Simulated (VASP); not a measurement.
Input of a VASP 6.6.1 run:

Contents of INCAR:

```
PREC     = Accurate       # precision mode
ENCUT    = 520            # plane-wave cutoff, eV
EDIFF    = 1E-6           # SCF threshold, eV
ISMEAR   = 0              # smearing method
SIGMA    = 0.02           # smearing width, eV
LREAL    = False          # projectors in reciprocal space
LASPH    = True           # aspherical terms in the spheres
NELM     = 60             # most SCF steps
ALGO     = Normal         # electronic algorithm
ISIF     = 2              # what is computed and relaxed
LWAVE    = False          # write WAVECAR
LCHARG   = False          # write CHGCAR
GGA      = PE             # functional
NBANDS   = 46             # bands
```

Contents of KPOINTS:

```
Automatic mesh
0
Gamma
  6 6 6
```

Contents of POSCAR:

```
Be2ZnO3
1.0
    2.4921846516     -4.3662306321      0.0023833780
    2.4921846516      4.3662306321      0.0023833780
   -1.5175489679      0.0000000000      4.6801371320
Be Zn O
4 2 6
Direct
    0.5889845118      0.4214071407      0.0004688035
    0.2540720432      0.7381131078      0.9993361353
    0.4214071407      0.5889845118      0.5004688035
    0.7381131078      0.2540720432      0.4993361353
    0.9169629047      0.0909484132      0.0092936708
    0.0909484132      0.9169629047      0.5092936708
    0.3386497838      0.4978180565      0.1387246158
    0.9555786426      0.7376264636      0.0937414755
    0.5811033096      0.1287356224      0.1334352991
    0.4978180565      0.3386497838      0.6387246158
    0.7376264636      0.9555786426      0.5937414755
    0.1287356224      0.5811033096      0.6334352991
```

Potentials or basis: VASP PAW PBE potentials, release 64 (Be, Zn, O).

Command:

```console
$ cat potpaw_PBE.64/Be/POTCAR potpaw_PBE.64/Zn/POTCAR potpaw_PBE.64/O/POTCAR > POTCAR
$ mpirun -np 1 vasp_std > vasp.out
```

Estimate the pressure.

0.7 GPa.

Predict the band gap on the k mesh.

3.55 eV, direct.

Stress tensor (GPa, compression positive):
```
0.70 0.00 0.06
0.00 0.74 0.00
0.06 0.00 0.72
```

A k mesh can miss the band edges.
